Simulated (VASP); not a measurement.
Ni, 1 atom in the cell. The structure is cubic, space group Fm-3m (No. 225). Conventional cell: a = 3.518 Å, b = 3.518 Å, c = 3.518 Å, α = 90.00°, β = 90.00°, γ = 90.00°. Within 3.3 Å of Ni (site symmetry m-3m) lie 12 Ni at 2.49 Å. 

* Program: VASP 6.6.1
* Task: single point
* Functional: PBE
* Potentials or basis: VASP PAW PBE potentials, release 64 (Ni)
* Cutoff: 520 eV
* k mesh: 22 × 22 × 22
* Occupations: gaussian, width 0.15 eV
* Spin: collinear spin, ferromagnetic start
* Starting moments: [0.75] μB
* Dipole correction: no
* Further INCAR settings: ALGO = Normal; EDIFF = 1e-07; NBANDS = 15

Potentials or basis: VASP PAW PBE potentials, release 64 (Ni).

Command:

```console
$ cat potpaw_PBE.64/Ni/POTCAR > POTCAR
$ mpirun -np 1 vasp_std > vasp.out
```

Hardware: 1 thread of AMD EPYC 7R43 64-Core Processor (Zen 3) (shared host).

Question: Estimate the wall time of this run.

Answer: Wall time 3.2 min on 1 thread of AMD EPYC 7R43 64-Core Processor (Zen 3), on a shared host, peak memory 0.15 GiB. Counts: scf iterations 13, k points 328.
